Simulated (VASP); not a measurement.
Write the native input for VASP 6.6.1 that does the following.

- Task: single point
- Functional: HSE06
- Potentials or basis: VASP PAW PBE potentials, release 64 (Na_pv, Cl)
- Cutoff: 520 eV
- k mesh: 4 × 4 × 4
- Occupations: gaussian, width 0.01 eV
- Spin: no spin polarisation
- Dipole correction: no
- Grid for exact exchange (PRECFOCK): Normal
- Further INCAR settings: ALGO = Normal; EDIFF = 1e-06; NBANDS = 14
- Screening parameter: 0.2079 1/Å

NaCl:

```
CELL_PARAMETERS angstrom
0.00000 3.08727 3.08727
3.08727 0.00000 3.08727
3.08727 3.08727 0.00000
ATOMIC_POSITIONS crystal
Na 0.00000 0.00000 0.00000
Cl 0.25000 0.25000 0.25000
```

One way to write it, as run:

POSCAR

```
NaCl
1.0
    0.0000000000      3.0872727775      3.0872727775
    3.0872727775      0.0000000000      3.0872727775
    3.0872727775      3.0872727775      0.0000000000
Na Cl
1 1
Direct
    0.0000000000      0.0000000000      0.0000000000
    0.2500000000      0.2500000000      0.2500000000
```

INCAR.step1

```
PREC = Accurate
ENCUT = 520
EDIFF = 1E-5
ISMEAR = 0
SIGMA = 0.01
LREAL = F
LASPH = T
NELM = 80
ALGO = Normal
ISIF = 2
LWAVE = T
NBANDS = 14
GGA = PE
```

INCAR.step2

```
PREC = Accurate
ENCUT = 520
EDIFF = 1E-6
ISMEAR = 0
SIGMA = 0.01
LREAL = F
LASPH = T
NELM = 80
ALGO = Normal
ISIF = 2
LWAVE = F
LCHARG = T
GGA = PE
LHFCALC = T
HFSCREEN = 0.2079
PRECFOCK = Normal
LELF = T
LVHAR = T
NBANDS = 14
ISTART = 1
```

KPOINTS

```
regular mesh
0
Gamma
  4 4 4
```

Potentials or basis: VASP PAW PBE potentials, release 64 (Na_pv, Cl).

Command:

```sh
$ cat potpaw_PBE.64/Na_pv/POTCAR potpaw_PBE.64/Cl/POTCAR > POTCAR
$ cp INCAR.step1 INCAR
$ mpirun -np 1 vasp_std > vasp.out
$ cp INCAR.step2 INCAR
$ mpirun -np 1 vasp_std > vasp.out
```

Results of the run:

The pressure is 0.4 GPa and the band gap on the k mesh is 6.24 eV, direct.

Caveat: the k points lie up to 0.44 Å⁻¹ apart; the PAW data sets were made with another functional, which shifts forces and pressure a little.

Wall time 120 s on 1 thread of Intel(R) Xeon(R) 6975P-C (Granite Rapids) (shared host), peak memory 0.27 GiB.
